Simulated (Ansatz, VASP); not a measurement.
C in VASP and in Ansatz

File INCAR:

```
SYSTEM = C
PREC = Accurate ; ENCUT = 520
EDIFF = 1E-6 ; ISMEAR = 0
SIGMA = 0.1 ; LREAL = .FALSE.
LASPH = .TRUE. ; NELM = 100
ALGO = Normal ; ISIF = 2
LWAVE = .FALSE. ; LCHARG = .FALSE.
LDIPOL = .TRUE. ; IDIPOL = 3
DIPOL = 0.5 0.5 0.500 ; GGA = PE
IVDW = 12 ; NBANDS = 11
```

File KPOINTS:

```
regular mesh
0
G
  21 21 1
  0 0 0
```

POSCAR

```
C
1.0
    2.5660000000      0.0000000000      0.0000000000
   -1.2830000000      2.2222211861      0.0000000000
    0.0000000000      0.0000000000     26.0024170307
C
2
Direct
    0.6666666667      0.3333333333      0.5164792373
    0.3333333333      0.6666666667      0.4835207627
```

Input for Ansatz:

```yaml
crystal:
  lattice:
    - [2.566, 0.0, 0.0]
    - [-1.283, 2.2222211861, 0.0]
    - [0.0, 0.0, 26.0024170307]
  atoms:
    - { symbol: C, position: [0.6666666667, 0.3333333333, 0.5164792373] }
    - { symbol: C, position: [0.3333333333, 0.6666666667, 0.4835207627] }
  periodic: [true, true, false]
basis:
  ecutwfc: 420
kpoints:
  mp_grid: { grid: [21, 21, 1] }
hamiltonian:
  xc: pbe
  pseudopotentials: { kind: paw, azcp: { folder: soft_1 } }
  dispersion: d3bj
scf:
  occupations: { method: gaussian, width: 0.1 }
output:
  forces: true
  stress: true
  eigenvalues: true
```

Alike in both runs: task single point; functional PBE; dispersion D3(BJ); k mesh 21 × 21 × 1; occupations gaussian, width 0.1 eV; no spin polarisation.

```csv
,VASP,Ansatz
version,VASP 6.6.1,Ansatz 0.2.0
potentials or method,"VASP PAW PBE potentials, release 64 (C), cutoff 520 eV","scalar-relativistic, plane waves, PAW"
valence electrons in the cell,8,8
```

|  | VASP | Ansatz | Ansatz less VASP |
| --- | --- | --- | --- |
| gap on the k mesh at the Fermi level (eV) | none | none | - |
| rms of the force components (eV/Å) | 5.655 | 5.656 | +0.0013 |

Atom by atom the forces differ by 0.001 eV/Å (rms over components). A gap of «none» marks a metal or a gap that the smearing closes.
